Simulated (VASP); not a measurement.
**MoPt: single point with LDA**

MoPt:

```
Mo Pt
1.0
     2.78334    0.00000    0.00000
    -1.39167    2.41045    0.00000
     0.00000    0.00000    4.46590
Mo Pt
1 1
Direct
  0.66667 0.33333 0.00000
  0.33333 0.66667 0.50000
```

| Item | Value |
| --- | --- |
| Program | VASP 6.6.1 |
| Task | single point |
| Functional | LDA |
| Potentials or basis | VASP PAW LDA potentials, release 64 (Mo_sv, Pt) |
| Cutoff | 520 eV |
| k mesh | 12 × 12 × 7 |
| Occupations | gaussian, width 0.05 eV |
| Spin | no spin polarisation |
| Dipole correction | no |
| Further INCAR settings | ALGO = Normal; EDIFF = 1e-07; NBANDS = 19 |

```json
{
 "Pressure": "-4.0 GPa",
 "Band gap on the k mesh": "zero (band 12 reaches 13.21 eV, above the bottom of band 13 at 11.45 eV)"
}
```

Stress tensor (GPa, compression positive):
```
-4.91  0.00  0.00
 0.00 -4.91  0.00
 0.00  0.00 -2.19
```

Levels at points of the mesh, in eV from the Fermi level:
```csv
k point,band 9,band 10,band 11,band 12,band 13,band 14,band 15,band 16
"(0.00, 0.00, 0.00)",-2.58,-2.51,-2.51,-0.72,-0.72,0.35,2.21,2.21
"(0.50, 0.00, 0.00)",-2.57,-2.23,-1.60,-0.45,2.48,2.98,4.09,5.91
```

It took 14 s on 1 thread of Intel(R) Xeon(R) 6975P-C (Granite Rapids), with other jobs on the host, peak memory 0.17 GiB.

Caveat: spin-orbit coupling is left out, which moves the levels of the heavy elements.
